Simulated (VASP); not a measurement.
# BN (R3m) in VASP: a series of runs

BN is run at these levels: PBEsol; tasks: single point.

Everything below comes from runs of VASP 6.6.1. Logs are shortened: lines on timing, memory, paths and dates and some standing lists are left out, and cuts for length are marked.

## 1. The cell of the first run

It takes space group R3m (No. 160, trigonal). Conventional cell: a = 2.451 Å, b = 2.451 Å, c = 9.912 Å, α = 90.00°, β = 90.00°, γ = 120.00°. B (site symmetry 3m) has 3 N at 1.42 Å within 1.9 Å. Within 1.9 Å of N (site symmetry 3m) lie 3 B at 1.42 Å.

## 2. Single point, PBEsol

INCAR

```
SYSTEM = BN
ALGO = Normal
EDIFF = 1E-6
ENCUT = 520
GGA = PS
ISIF = 2
ISMEAR = 0
LASPH = .TRUE.
LCHARG = .TRUE.
LELF = .TRUE.
LREAL = .FALSE.
LVHAR = .TRUE.
LWAVE = .FALSE.
NBANDS = 11
NELM = 80
PREC = Accurate
SIGMA = 0.01
```

KPOINTS

```
k-points
0
G
  10 10 10
  0 0 0
```

POSCAR

```
BN
1.0
    1.2255815160      0.7075898216      3.3040796838
   -1.2255815160      0.7075898216      3.3040796838
    0.0000000000     -1.4151796433      3.3040796838
B N
1 1
Direct
    0.9996712000      0.9996712000      0.9996712000
    0.3327618000      0.3327618000      0.3327618000
```

Potentials or basis: VASP PAW PBE potentials, release 64 (B, N).

Command:

```bash
$ cat potpaw_PBE.64/B/POTCAR potpaw_PBE.64/N/POTCAR > POTCAR
$ mpirun -np 1 vasp_std > vasp.out
```

OUTCAR:

```text
SYSTEM = BN
   EDIFF = 1E-6
   ENCUT = 520
   GGA = PS
   ISIF = 2
   ISMEAR = 0
   LASPH = .TRUE.
   LREAL = .FALSE.
   NELM = 80
   PREC = Accurate

 ion  position               nearest neighbor table
   1  1.000  1.000  1.000-   2 1.42   2 1.42   2 1.42
   2  0.333  0.333  0.333-   1 1.42   1 1.42   1 1.42

  LATTYP: Found a trigonal (rhomboedric) cell.
 ALAT       =     3.5943950764
 COS(alpha) =     0.7674786788

  Lattice vectors:

 A1 = (   1.2255815160,   0.7075898216,   3.3040796838)
 A2 = (  -1.2255815160,   0.7075898216,   3.3040796838)
 A3 = (   0.0000000000,  -1.4151796433,   3.3040796838)

Analysis of symmetry for initial positions (statically):
=====================================================================
 Subroutine PRICEL returns:
 Original cell was already a primitive cell.

 Routine SETGRP: Setting up the symmetry group for a
 trigonal (rhombohedral) supercell.

 Subroutine GETGRP returns: Found  6 space group operations
 (whereof  6 operations were pure point group operations)
 out of a pool of 12 trial point group operations.

The static configuration has the point symmetry C_3v.

Analysis of symmetry for dynamics (positions and initial velocities):
=====================================================================
 Subroutine PRICEL returns:
 Original cell was already a primitive cell.

 Routine SETGRP: Setting up the symmetry group for a
 trigonal (rhombohedral) supercell.

 Subroutine GETGRP returns: Found  6 space group operations
 (whereof  6 operations were pure point group operations)
 out of a pool of 12 trial point group operations.

The dynamic configuration has the point symmetry C_3v.

 Subroutine INISYM returns: Found  6 space group operations
 (whereof  6 operations are pure point group operations),
 and found     1 'primitive' translations

----------------------------------------------------------------------------------------

                                     Primitive cell

  volume of cell :      17.1920

  direct lattice vectors                    reciprocal lattice vectors
     1.225581516  0.707589822  3.304079684     0.407969599  0.235541357  0.100885380
    -1.225581516  0.707589822  3.304079684    -0.407969599  0.235541357  0.100885380
     0.000000000 -1.415179643  3.304079684     0.000000000 -0.471082714  0.100885380

  length of vectors
     3.594395076  3.594395076  3.594395078     0.481764242  0.481764242  0.481764240

  position of ions in fractional coordinates (direct lattice)
     0.999671200  0.999671200  0.999671200
     0.332761800  0.332761800  0.332761800

  ion indices of the primitive-cell ions
   primitive index   ion index
                 1           1
                 2           2

----------------------------------------------------------------------------------------

 KPOINTS: k-points

Automatic generation of k-mesh.
 Grid dimensions read from file:
 generate k-points for:   10   10   10

 Generating k-lattice:

  Cartesian coordinates                     Fractional coordinates (reciprocal lattice)
     0.040796960  0.023554136  0.010088538     0.100000000 -0.000000000 -0.000000000
    -0.040796960  0.023554136  0.010088538    -0.000000000  0.100000000 -0.000000000
     0.000000000 -0.047108271  0.010088538     0.000000000  0.000000000  0.100000000

  Length of vectors
     0.048176424  0.048176424  0.048176424

  Shift w.r.t. Gamma in fractional coordinates (k-lattice)
     0.000000000  0.000000000  0.000000000

 Subroutine IBZKPT returns following result:
 ===========================================

 Found    116 irreducible k-points:

 Following reciprocal coordinates:
            Coordinates               Weight
  0.000000  0.000000  0.000000      1.000000
  0.100000 -0.000000  0.000000      6.000000
  0.200000 -0.000000  0.000000      6.000000
  0.300000  0.000000  0.000000      6.000000
  0.400000  0.000000  0.000000      6.000000
  0.500000  0.000000  0.000000      3.000000
[... 16 lines left out ...]
  0.300000  0.300000  0.000000      6.000000
  0.400000  0.300000 -0.000000     12.000000
 [... further k-points ...]
   k-points           NKPTS =    116   k-points in BZ     NKDIM =    116   number of bands    NBANDS=     11
   number of dos      NEDOS =    301   number of ions     NIONS =      2
   total plane-waves  NPLWV =  21952
   dimension x,y,z NGX =    28 NGY =   28 NGZ =   28
   dimension x,y,z NGXF=    56 NGYF=   56 NGZF=   56
   ions per type =               1   1
   NGX,Y,Z   is equivalent  to a cutoff of  12.95, 12.95, 12.95 a.u.
   NGXF,Y,Z  is equivalent  to a cutoff of  25.90, 25.90, 25.90 a.u.
 SYSTEM =  BN
   PREC   = accura    normal or accurate (medium, high low for compatibility)
   ISTART =      0    job   : 0-new  1-cont  2-samecut
   ICHARG =      2    charge: 1-file 2-atom 10-const
   ISPIN  =      1    spin polarized calculation?
   LNONCOLLINEAR =      F non collinear calculations
   LSORBIT =      F    spin-orbit coupling
   LASPH  =      T    aspherical Exc in radial PAW
   ENCUT  =  520.0 eV  38.22 Ry    6.18 a.u.   6.68  6.68  6.68*2*pi/ulx,y,z
   NELM   =     80;   NELMIN=  2; NELMDL= -5     # of ELM steps
   EDIFF  = 0.1E-05   stopping-criterion for ELM
   LREAL  =      F    real-space projection
   EDIFFG = 0.1E-04   stopping-criterion for IOM
   NSW    =      0    number of steps for IOM
   IBRION =     -1    ionic relax: 0-MD 1-quasi-New 2-CG
   NFREE  =      0    steps in history (QN), initial steepest desc. (CG)
   ISIF   =      2    stress and relaxation
   ISYM   =      2    0-nonsym 1-usesym 2-fastsym
   POTIM  = 0.5000    time-step for ionic-motion
   TEBEG  =    0.0;   TEEND  =   0.0 temperature during run
   PSTRESS=    0.0 pullay stress
   NELECT =       8.0000    total number of electrons
   NUPDOWN=      -1.0000    fix difference up-down
   EMIN   =  10.00;   EMAX   =-10.00  energy-range for DOS
   EFERMI =   0.00;   METHOD = LEGACY
   ISMEAR =     0;   SIGMA  =   0.01  broadening in eV -4-tet -1-fermi 0-gaus
   EFERMI_NEDOS =   21; number of points for ismear=-14 and -15
   IALGO  =     38    algorithm
   IMIX   =      4    mixing-type and parameters
     AMIX     =   0.40;   BMIX     =  1.00
     AMIX_MAG =   1.60;   BMIX_MAG =  1.00
  volume/ion in A,a.u.               =       8.60        58.01
  Fermi-wavevector in a.u.,A,eV,Ry     =   1.268614  2.397334 21.896979  1.609383
  Thomas-Fermi vector in A             =   2.401700
   LORBIT       =      0    0 simple, 1 ext, 2 COOP (PROOUT), +10 PAW based schemes
   GGA     = PS    functional components
   LHFCALC =     F    Hartree Fock is set to
   AEXX    =    0.0000 exact exchange contribution
   IVDW    =     0    specifies the selected vdW correction
   LEPSILON=     F    determine dielectric tensor
   LRPA    =     F    only Hartree local field effects (RPA)
 non-spin polarized calculation
 Gauss-broadening in eV      SIGMA  =   0.01
  energy-cutoff  :      520.00
  volume of cell :       17.19
 maximum number of plane-waves:       474
   NGX = 13   NGY = 13   NGZ = 13

 number of electron       8.0000000 magnetization

 Free energy of the ion-electron system (eV)
  ---------------------------------------------------
  ext. energy  EPLUGINS =         0.00000000
  ---------------------------------------------------
  free energy    TOTEN  =       -18.22192373 eV

  energy without entropy =      -18.22192373  energy(sigma->0) =      -18.22192373

 E-fermi :   2.5685     XC(G=0): -10.4751

 val. band max:        2.5243791682   @ k =  -0.3000   0.3000   0.0000
 cond. band min:       6.7226910819   @ k =   0.5000   0.5000   0.0000
 fundamental gap:      4.1983119137
 Fermi energy:         2.5684791191

 k-point     1 :       0.0000    0.0000    0.0000
  band No.  band energies     occupation
      1     -15.6464      2.00000
      2      -1.9598      2.00000
      3       1.3027      2.00000
      4       1.3027      2.00000
      5       7.5506      0.00000
      6      14.6513      0.00000
      7      14.6513      0.00000
      8      16.3735      0.00000
      9      18.3923      0.00000
     10      29.2702      0.00000
     11      31.2790      0.00000

 k-point     2 :       0.1000   -0.0000    0.0000
  band No.  band energies     occupation
      1     -15.4380      2.00000
      2      -1.7350      2.00000
      3       0.4777      2.00000
      4       0.9138      2.00000
      5       7.9567      0.00000
      6      14.5523      0.00000
      7      15.5519      0.00000
      8      15.6416      0.00000
      9      19.0250      0.00000
     10      28.5509      0.00000
     11      29.8483      0.00000

 k-point     3 :       0.2000   -0.0000    0.0000
  band No.  band energies     occupation
      1     -14.8283      2.00000
      2      -1.4982      2.00000
      3      -1.0566      2.00000
      4       0.0429      2.00000
      5       9.0086      0.00000
      6      13.7477      0.00000
      7      14.4411      0.00000
      8      17.9118      0.00000
      9      20.3425      0.00000
     10      25.2395      0.00000
     11      27.8929      0.00000

 k-point     4 :       0.3000    0.0000    0.0000
  band No.  band energies     occupation
      1     -13.8824      2.00000
      2      -3.7889      2.00000
      3      -0.8399      2.00000
      4      -0.0249      2.00000
      5      10.1975      0.00000
      6      11.7165      0.00000
      7      14.4088      0.00000
      8      20.8123      0.00000
      9      21.0744      0.00000
     10      23.4961      0.00000
     11      26.1473      0.00000

 k-point     5 :       0.4000    0.0000    0.0000
  band No.  band energies     occupation
      1     -12.8046      2.00000
      2      -5.8037      2.00000
      3      -1.4511      2.00000
      4       1.1827      2.00000
      5       8.8440      0.00000
      6      12.4298      0.00000
      7      14.8154      0.00000
      8      19.2371      0.00000
      9      23.2554      0.00000
     10      24.2005      0.00000
     11      25.0961      0.00000
[... 211 lines left out ...]
 k-point    21 :      -0.3000    0.2000   -0.0000
  band No.  band energies     occupation
      1     -12.3811      2.00000
      2      -5.5375      2.00000
      3      -3.1937      2.00000
      4       1.8984      2.00000
      5       8.4483      0.00000
      6      13.0967      0.00000
      7      16.6897      0.00000
      8      17.1950      0.00000
      9      20.5299      0.00000
     10      24.9175      0.00000
     11      26.5996      0.00000

 k-point    22 :      -0.2000    0.2000    0.0000
  band No.  band energies     occupation
      1     -13.3774      2.00000
      2      -4.1030      2.00000
      3      -2.2725      2.00000
      4       0.8020      2.00000
      5      10.2210      0.00000
      6      11.2011      0.00000
      7      16.3184      0.00000
      8      18.4422      0.00000
      9      19.4958      0.00000
     10      24.8157      0.00000
     11      26.9430      0.00000

 k-point    23 :       0.3000    0.3000    0.0000
  band No.  band energies     occupation
      1     -13.8221      2.00000
      2      -3.7118      2.00000
      3      -0.8843      2.00000
      4      -0.5426      2.00000
      5      10.0358      0.00000
      6      12.3226      0.00000
      7      14.4717      0.00000
      8      20.9980      0.00000
      9      21.6734      0.00000
     10      22.9609      0.00000
     11      28.9820      0.00000

 k-point    24 :       0.4000    0.3000   -0.0000
  band No.  band energies     occupation
      1     -13.1385      2.00000
      2      -4.7410      2.00000
      3      -1.7892      2.00000
      4       0.1645      2.00000
      5       9.0123      0.00000
      6      13.2603      0.00000
      7      15.2389      0.00000
      8      20.5272      0.00000
      9      21.3040      0.00000
     10      24.2199      0.00000
     11      27.9184      0.00000

 [... further k-points ...]

------------------------ aborting loop because EDIFF is reached ----------------------------------------

  FORCE on cell =-STRESS in cart. coord.  units (eV):
  Direction    XX          YY          ZZ          XY          YZ          ZX
  --------------------------------------------------------------------------------------
  -------------------------------------------------------------------------------------
  Total        2.8080096      2.8080096      0.0854999      0.0000000     -0.0000000     -0.0000000
  in kB      261.6878873    261.6878898      7.9680252      0.0000000     -0.0000000     -0.0000000
  external PRESSURE =     177.1146008 kB  Pullay stress =       0.0000000 kB

 VOLUME and BASIS-vectors are now :
 -----------------------------------------------------------------------------
  energy-cutoff  :      520.00
  volume of cell :       17.19
      direct lattice vectors                 reciprocal lattice vectors
     1.225581516  0.707589822  3.304079684     0.407969599  0.235541357  0.100885380
    -1.225581516  0.707589822  3.304079684    -0.407969599  0.235541357  0.100885380
     0.000000000 -1.415179643  3.304079684     0.000000000 -0.471082714  0.100885380

 POSITION                                       TOTAL-FORCE (eV/Angst)
 -----------------------------------------------------------------------------------
      0.00000     -0.00000      9.90898         0.000000     -0.000000      0.002097
      0.00000     -0.00000      3.29841         0.000000      0.000000     -0.002097
 -----------------------------------------------------------------------------------
    total drift:                               -0.000000     -0.000000      0.000038

  FREE ENERGIE OF THE ION-ELECTRON SYSTEM (eV)
  ---------------------------------------------------
  free  energy   TOTEN  =       -18.2219237265 eV

  energy  without entropy=      -18.2219237265  energy(sigma->0) =      -18.22192373
```

Run time: 29 s. Hardware: 1 thread of Intel Xeon 6975P-C, shared host; peak memory 0.16 GiB.

Results:

```
Free energy            : -18.2219 eV
Pressure               : 17.7 GPa
Band gap on the k mesh : 4.20 eV, indirect (least direct gap 4.99 eV)
```

Forces on the atoms (eV/Å):
```
B    0.000  0.000  0.002
N    0.000  0.000 -0.002
```

Levels at points of the mesh, in eV from the valence-band top:
| k point | band 2 | band 3 | band 4 | band 5 | band 6 | band 7 |
| --- | --- | --- | --- | --- | --- | --- |
| (0.00, 0.00, 0.00) | -4.48 | -1.22 | -1.22 | 5.03 | 12.13 | 12.13 |
| (0.50, 0.00, 0.00) | -9.24 | -4.19 | -0.68 | 5.33 | 10.45 | 13.23 |
| (0.50, 0.50, 0.00) | -9.10 | -4.25 | -1.32 | 4.20 | 10.46 | 14.50 |
| (0.50, 0.50, 0.50) | -6.65 | -1.24 | -1.24 | 10.37 | 12.05 | 12.05 |

Caveat: the PAW data sets were made with another functional, which shifts forces and pressure a little. A k mesh can miss the band edges.

## 3. Single point, PBEsol

This run uses another cell than the first one, of 8.78 Å³/atom, 1.021 times its volume.

INCAR

```
SYSTEM = BN
ALGO = Normal
EDIFF = 1E-6
ENCUT = 520
GGA = PS
ISIF = 2
ISMEAR = 0
LASPH = .True.
LCHARG = .False.
LREAL = .False.
LWAVE = .False.
NBANDS = 11
NELM = 100
PREC = Accurate
SIGMA = 0.01
```

KPOINTS

```
k-points
0
Gamma
  10 10 10
  0 0 0
```

POSCAR

```
BN
1.0
    1.2342126561      0.7125730127      3.3273486173
   -1.2342126561      0.7125730127      3.3273486173
    0.0000000000     -1.4251460255      3.3273486173
B N
1 1
Direct
    0.9996712000      0.9996712000      0.9996712000
    0.3327618000      0.3327618000      0.3327618000
```

Potentials or basis: VASP PAW PBE potentials, release 64 (B, N).

Command:

```bash
$ cat potpaw_PBE.64/B/POTCAR potpaw_PBE.64/N/POTCAR > POTCAR
$ mpirun -np 1 vasp_std > vasp.out
```

It took 33 s on 1 thread of Intel Xeon 6975P-C, shared host; peak memory 0.16 GiB.

It converged, with:

* Free energy: -18.2557 eV
* Pressure: 11.6 GPa
* Band gap on the k mesh: 4.18 eV, indirect (least direct gap 4.93 eV)

Stress tensor (GPa, compression positive):
```
17.14  0.00  0.00
 0.00 17.14  0.00
 0.00  0.00  0.62
```

Levels at points of the mesh, in eV from the valence-band top:
```csv
k point,band 1,band 2,band 3,band 4,band 5,band 6,band 7,band 8,band 9
"(0.00, 0.00, 0.00)",-18.03,-4.40,-1.25,-1.25,5.00,11.95,11.95,13.58,15.46
"(0.50, 0.00, 0.00)",-14.68,-9.15,-4.16,-0.67,5.28,10.24,13.09,15.10,20.17
"(0.50, 0.50, 0.00)",-14.60,-9.01,-4.22,-1.29,4.18,10.24,14.33,17.77,20.75
"(0.50, 0.50, 0.50)",-17.74,-6.51,-1.27,-1.27,10.22,11.87,11.87,12.94,16.72
```

Caveat: the PAW data sets were made with another functional, which shifts forces and pressure a little.
